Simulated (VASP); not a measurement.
Wanted: the native input for a VASP 6.6.1 run.

| Item | Value |
| --- | --- |
| Task | single point |
| Functional | LDA |
| Potentials or basis | VASP PAW LDA potentials, release 64 (Mg, B) |
| Cutoff | 520 eV |
| k mesh | 10 × 10 × 8 |
| Occupations | fermi-dirac, width 0.05 eV |
| Spin | no spin polarisation |
| Dipole correction | no |
| Further INCAR settings | ALGO = Normal; EDIFF = 1e-06; NBANDS = 11 |

The structure of MgB2 lies in POSCAR:

```
MgB2
1.0
    3.1255967608      0.0000000000      0.0000000000
   -1.5627983804      2.7068461969      0.0000000000
    0.0000000000      0.0000000000      3.5693605797
Mg B
1 2
Direct
    0.0000000000      0.0000000000      0.0000000000
    0.6666666667      0.3333333333      0.5000000000
    0.3333333333      0.6666666667      0.5000000000
```

This cell differs from its parent crystal: volume scaled by 1.04.

One way to write it, as run:

INCAR

```
SYSTEM = MgB2
ALGO     = Normal         ! electronic algorithm
EDIFF    = 1E-6           ! SCF threshold, eV
ENCUT    = 520            ! plane-wave cutoff, eV
ISIF     = 2              ! what is computed and relaxed
ISMEAR   = -1             ! smearing method
LASPH    = .True.         ! aspherical terms in the spheres
LCHARG   = .False.        ! write CHGCAR
LREAL    = .False.        ! projectors in reciprocal space
LWAVE    = .False.        ! write WAVECAR
NBANDS   = 11             ! bands
NELM     = 80             ! most SCF steps
PREC     = Accurate       ! precision mode
SIGMA    = 0.05           ! smearing width, eV
```

KPOINTS

```
k-points
0
Gamma
  10 10 8
  0 0 0
```

Potentials or basis: VASP PAW LDA potentials, release 64 (Mg, B).

Run with:

```console
$ cat potpaw_LDA.64/Mg/POTCAR potpaw_LDA.64/B/POTCAR > POTCAR
$ mpirun -np 1 vasp_std > vasp.out
```

It gave:

* Pressure: -13.0 GPa
* Band gap on the k mesh: zero (band 4 reaches 6.05 eV, above the bottom of band 5 at 3.63 eV)

It took 11 s on 1 thread of AMD EPYC 7R13 (shared host), peak memory 0.15 GiB.
